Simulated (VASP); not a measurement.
# Sc (I4/mmm) in VASP: a series of runs

Runs on Sc. Level: r2SCAN. Tasks: single point.

All numbers are computed with VASP 6.6.1; they aren't measurements. Logs are shortened: lines on timing, memory, paths and dates and some standing lists are left out, and cuts for length are marked.

## Step 1: The cell of the first run

It takes space group I4/mmm (No. 139, tetragonal). Conventional cell: a = 3.291 Å, b = 3.291 Å, c = 4.768 Å, α = 90.00°, β = 90.00°, γ = 90.00°. Sc (site symmetry 4/mmm) has 12 Sc at 3.29 to 3.33 Å within 4.3 Å.

## Step 2: Single point, r2SCAN (strain +0.025 along x and y, +0.050 along z)

POSCAR reads:

```
Sc
1.0
    0.0000000000      2.3272625000      2.3840250000
    2.3272625000      0.0000000000      2.3840250000
    2.3272625000      2.3272625000      0.0000000000
Sc
1
Direct
    0.0000000000      0.0000000000      0.0000000000
```

INCAR.step1 reads:

```
PREC = Accurate
ENCUT = 520
ISMEAR = 0
SIGMA = 0.15
LREAL = False
LASPH = True
NELM = 80
NBANDS = 12
GGA = PE
ALGO = Normal
EDIFF = 1E-4
LWAVE = True
LCHARG = False
```

INCAR.step2 reads:

```
PREC = Accurate
ENCUT = 520
EDIFF = 1E-6
ISMEAR = 0
SIGMA = 0.15
LREAL = False
LASPH = True
NELM = 80
ALGO = Normal
ISIF = 2
LWAVE = False
LCHARG = False
METAGGA = R2SCAN
LMIXTAU = True
NBANDS = 12
ISTART = 1
```

KPOINTS reads:

```
Automatic mesh
0
Gamma
  18 18 18
```

Potentials or basis: VASP PAW PBE potentials, release 64 (Sc_sv).

Run with:

```bash
> cat potpaw_PBE.64/Sc_sv/POTCAR > POTCAR
> cp INCAR.step1 INCAR
> mpirun -np 1 vasp_std > vasp.out
> cp INCAR.step2 INCAR
> mpirun -np 1 vasp_std > vasp.out
```

OUTCAR:

```text
PREC = Accurate
   ENCUT = 520
   EDIFF = 1E-6
   ISMEAR = 0
   LREAL = False
   LASPH = True
   NELM = 80
   ISIF = 2
   METAGGA = R2SCAN
   ISTART = 1

 ion  position               nearest neighbor table
   1  0.000  0.000  0.000-

  LATTYP: Found a body centered tetragonal cell.
 ALAT       =     3.2912461907
 C/A-ratio  =     1.4487065761

  Lattice vectors:

 A1 = (  -2.3272625000,   0.0000000000,   2.3840250000)
 A2 = (   2.3272625000,   0.0000000000,   2.3840250000)
 A3 = (   0.0000000000,   2.3272625000,  -2.3840250000)

Analysis of symmetry for initial positions (statically):
=====================================================================
 Subroutine PRICEL returns:
 Original cell was already a primitive cell.

 Routine SETGRP: Setting up the symmetry group for a
 body centered tetragonal supercell.

 Subroutine GETGRP returns: Found 16 space group operations
 (whereof 16 operations were pure point group operations)
 out of a pool of 16 trial point group operations.

The static configuration has the point symmetry D_4h.

Analysis of symmetry for dynamics (positions and initial velocities):
=====================================================================
 Subroutine PRICEL returns:
 Original cell was already a primitive cell.

 Routine SETGRP: Setting up the symmetry group for a
 body centered tetragonal supercell.

 Subroutine GETGRP returns: Found 16 space group operations
 (whereof 16 operations were pure point group operations)
 out of a pool of 16 trial point group operations.

The dynamic configuration has the point symmetry D_4h.

 Subroutine INISYM returns: Found 16 space group operations
 (whereof 16 operations are pure point group operations),
 and found     1 'primitive' translations

----------------------------------------------------------------------------------------

                                     Primitive cell

  volume of cell :      25.8245

  direct lattice vectors                    reciprocal lattice vectors
     0.000000000  2.327262500  2.384025000    -0.214844694  0.214844694  0.209729344
     2.327262500  0.000000000  2.384025000     0.214844694 -0.214844694  0.209729344
     2.327262500  2.327262500  0.000000000     0.214844694  0.214844694 -0.209729344

  length of vectors
     3.331625121  3.331625121  3.291246191     0.369192203  0.369192203  0.369192203

  position of ions in fractional coordinates (direct lattice)
     0.000000000  0.000000000  0.000000000

  ion indices of the primitive-cell ions
   primitive index   ion index
[... 82 lines left out ...]
   TEBEG  =    0.0;   TEEND  =   0.0 temperature during run
   PSTRESS=    0.0 pullay stress
   NELECT =      11.0000    total number of electrons
   NUPDOWN=      -1.0000    fix difference up-down
   EMIN   =  10.00;   EMAX   =-10.00  energy-range for DOS
   EFERMI =   0.00;   METHOD = LEGACY
   ISMEAR =     0;   SIGMA  =   0.15  broadening in eV -4-tet -1-fermi 0-gaus
   EFERMI_NEDOS =   21; number of points for ismear=-14 and -15
   IALGO  =     38    algorithm
   IMIX   =      4    mixing-type and parameters
     AMIX     =   0.40;   BMIX     =  1.00
     AMIX_MAG =   1.60;   BMIX_MAG =  1.00
  volume/ion in A,a.u.               =      25.82       174.27
  Fermi-wavevector in a.u.,A,eV,Ry     =   1.231767  2.327702 20.643437  1.517250
  Thomas-Fermi vector in A             =   2.366564
   LORBIT       =      0    0 simple, 1 ext, 2 COOP (PROOUT), +10 PAW based schemes
   METAGGA = R2SCAN    functional components
   LHFCALC =     F    Hartree Fock is set to
   AEXX    =    0.0000 exact exchange contribution
   IVDW    =     0    specifies the selected vdW correction
   LEPSILON=     F    determine dielectric tensor
   LRPA    =     F    only Hartree local field effects (RPA)
 non-spin polarized calculation
 Gauss-broadening in eV      SIGMA  =   0.15
  energy-cutoff  :      520.00
  volume of cell :       25.82
 maximum number of plane-waves:       716
 NGX is ok and might be reduce to    28
   NGX = 13   NGY = 13   NGZ = 13

 number of electron      11.0000001 magnetization

 Free energy of the ion-electron system (eV)
  ---------------------------------------------------
  ext. energy  EPLUGINS =         0.00000000
  ---------------------------------------------------
  free energy    TOTEN  =       -11.30582812 eV

  energy without entropy =      -11.28337579  energy(sigma->0) =      -11.29460196

 E-fermi :   3.5033     XC(G=0): -10.4150

 val. band max:        3.5003210883   @ k =  -0.2222   0.4444   0.2222
 cond. band min:       3.5043876336   @ k =  -0.2778   0.3333   0.1111
 fundamental gap:      0.0040665453
 Fermi energy:         3.5033268679

 k-point     1 :       0.0000    0.0000    0.0000
  band No.  band energies     occupation
      1     -48.1912      2.00000
      2     -25.6492      2.00000
      3     -25.6491      2.00000
      4     -25.6425      2.00000
      5      -1.9732      2.00000
      6       5.1378      0.00000
      7       5.2791      0.00000
      8       5.2791      0.00000
      9       6.5210      0.00000
     10       6.6827      0.00000
     11      16.2569      0.00000
     12      19.5025      0.00000
[... 331 lines left out ...]
 k-point    24 :      -0.2222    0.0556    0.0000
  band No.  band energies     occupation
      1     -48.1661      2.00000
      2     -25.8198      2.00000
      3     -25.6783      2.00000
      4     -25.6645      2.00000
      5      -0.5180      2.00000
      6       4.3399      0.00000
      7       5.3305      0.00000
      8       5.5659      0.00000
      9       6.4430      0.00000
     10       6.7812      0.00000
     11      14.1639      0.00000
     12      16.6768      0.00000

 [... further k-points ...]

------------------------ aborting loop because EDIFF is reached ----------------------------------------

  FORCE on cell =-STRESS in cart. coord.  units (eV):
  Direction    XX          YY          ZZ          XY          YZ          ZX
  --------------------------------------------------------------------------------------
  -------------------------------------------------------------------------------------
  Total       -0.1765959     -0.1765959     -0.2425435      0.0000000      0.0000000      0.0000000
  in kB      -10.9561898    -10.9561898    -15.0476503      0.0000000      0.0000000      0.0000000
  external PRESSURE =     -12.3200099 kB  Pullay stress =       0.0000000 kB

 VOLUME and BASIS-vectors are now :
 -----------------------------------------------------------------------------
  energy-cutoff  :      520.00
  volume of cell :       25.82
      direct lattice vectors                 reciprocal lattice vectors
     0.000000000  2.327262500  2.384025000    -0.214844694  0.214844694  0.209729344
     2.327262500  0.000000000  2.384025000     0.214844694 -0.214844694  0.209729344
     2.327262500  2.327262500  0.000000000     0.214844694  0.214844694 -0.209729344

 POSITION                                       TOTAL-FORCE (eV/Angst)
 -----------------------------------------------------------------------------------
      0.00000      0.00000      0.00000         0.000000      0.000000      0.000000
 -----------------------------------------------------------------------------------
    total drift:                               -0.000000     -0.000000     -0.000000

  FREE ENERGIE OF THE ION-ELECTRON SYSTEM (eV)
  ---------------------------------------------------
  free  energy   TOTEN  =       -11.3058281234 eV

  energy  without entropy=      -11.2833757897  energy(sigma->0) =      -11.29460196
```

OUTCAR.step1:

```text
PREC = Accurate
   ENCUT = 520
   ISMEAR = 0
   LREAL = False
   LASPH = True
   NELM = 80
[... 576 lines left out ...]

 POSITION                                       TOTAL-FORCE (eV/Angst)
 -----------------------------------------------------------------------------------
      0.00000      0.00000      0.00000        -0.000000      0.000000      0.000000
 -----------------------------------------------------------------------------------
    total drift:                               -0.000000     -0.000000      0.000000

  FREE ENERGIE OF THE ION-ELECTRON SYSTEM (eV)
  ---------------------------------------------------
  free  energy   TOTEN  =        -6.2040444010 eV

  energy  without entropy=       -6.1799942359  energy(sigma->0) =       -6.19201932
```

OSZICAR.step1:

```text
N       E                     dE             d eps       ncg     rms          rms(c)
DAV:   1     0.742919934061E+02    0.74292E+02   -0.50452E+03 11552   0.879E+02
DAV:   2    -0.545704572477E+01   -0.79749E+02   -0.78262E+02 11524   0.285E+02
DAV:   3    -0.691525904214E+01   -0.14582E+01   -0.14265E+01 15524   0.500E+01
DAV:   4    -0.694037094955E+01   -0.25112E-01   -0.25086E-01 14496   0.529E+00
DAV:   5    -0.694078118079E+01   -0.41023E-03   -0.41023E-03 15404   0.627E-01    0.513E+00
DAV:   6    -0.629033355693E+01    0.65045E+00   -0.98501E-01 17464   0.140E+01    0.150E+00
DAV:   7    -0.620933752541E+01    0.80996E-01   -0.19457E-01 18344   0.594E+00    0.637E-01
DAV:   8    -0.620538393662E+01    0.39536E-02   -0.22165E-02 15820   0.216E+00    0.220E-01
DAV:   9    -0.620406813145E+01    0.13158E-02   -0.45380E-03 17212   0.937E-01    0.387E-02
DAV:  10    -0.620404440097E+01    0.23730E-04   -0.17470E-04 15316   0.167E-01
   1 F= -.62040444E+01 E0= -.61920193E+01  d E =-.240502E-01
```

Wall time 7.3 min (1 thread of AMD EPYC 9R45 (Zen 5), shared host); peak memory 0.24 GiB.

Results:

* Free energy: -11.3058 eV
* Pressure: -1.2 GPa
* Band gap on the k mesh: zero (an odd number of electrons rules out a gap without spin polarisation)

Caveat: the cell differs from its parent crystal (strain +0.025 along x and y, +0.050 along z); the PAW data sets were made with another functional, which shifts forces and pressure a little.

## Step 3: Single point, r2SCAN (strain +0.050 along x and y, +0.025 along z)

POSCAR reads:

```
Sc
1.0
    0.0000000000      2.3840250000      2.3272625000
    2.3840250000      0.0000000000      2.3272625000
    2.3840250000      2.3840250000      0.0000000000
Sc
1
Direct
    0.0000000000      0.0000000000      0.0000000000
```

INCAR.step1 reads:

```
SYSTEM = Sc
ALGO = Normal
EDIFF = 1E-4
ENCUT = 520
GGA = PE
ISMEAR = 0
LASPH = .True.
LCHARG = .False.
LREAL = .False.
LWAVE = .True.
NBANDS = 12
NELM = 100
PREC = Accurate
SIGMA = 0.15
```

INCAR.step2 reads:

```
SYSTEM = Sc
ALGO = Normal
EDIFF = 1E-7
ENCUT = 520
ISIF = 2
ISMEAR = 0
ISTART = 1
LASPH = .True.
LCHARG = .True.
LELF = .True.
LMIXTAU = .True.
LREAL = .False.
LVHAR = .True.
LWAVE = .False.
METAGGA = R2SCAN
NBANDS = 12
NELM = 100
PREC = Accurate
SIGMA = 0.15
```

KPOINTS reads:

```
k-points
0
Gamma
  18 18 18
  0 0 0
```

Potentials or basis: VASP PAW PBE potentials, release 64 (Sc_sv).

Run with:

```bash
> cat potpaw_PBE.64/Sc_sv/POTCAR > POTCAR
> cp INCAR.step1 INCAR
> mpirun -np 1 vasp_std > vasp.out
> cp INCAR.step2 INCAR
> mpirun -np 1 vasp_std > vasp.out
```

It took 11 min on 1 thread of AMD EPYC 9R45 (Zen 5), shared host; peak memory 0.25 GiB.

It converged, with:

| Item | Value |
| --- | --- |
| Free energy | -11.2989 eV |
| Pressure | -2.4 GPa |
| Band gap on the k mesh | zero (an odd number of electrons rules out a gap without spin polarisation) |

Stress tensor (GPa, compression positive):
```
-2.50  0.00  0.00
 0.00 -2.50  0.00
 0.00  0.00 -2.14
```

Levels at points of the mesh, in eV from the Fermi level:
| k point | band 1 | band 2 | band 3 | band 4 | band 5 | band 6 | band 7 | band 8 | band 9 | band 10 |
| --- | --- | --- | --- | --- | --- | --- | --- | --- | --- | --- |
| (0.00, 0.00, 0.00) | -51.77 | -29.24 | -29.23 | -29.23 | -5.43 | 1.65 | 1.65 | 1.78 | 2.94 | 3.09 |
| (0.50, 0.00, 0.00) | -51.72 | -29.56 | -29.28 | -29.27 | -1.75 | -0.06 | 1.51 | 1.67 | 3.79 | 3.87 |
| (0.50, 0.50, 0.00) | -51.70 | -29.54 | -29.35 | -29.35 | -1.41 | -0.54 | 1.88 | 3.85 | 4.04 | 4.04 |
| (0.50, 0.00, 0.50) | -51.71 | -29.53 | -29.36 | -29.33 | -1.44 | -0.47 | 1.52 | 3.84 | 3.98 | 4.09 |

Caveat: the cell differs from its parent crystal (strain +0.050 along x and y, +0.025 along z); the PAW data sets were made with another functional, which shifts forces and pressure a little.
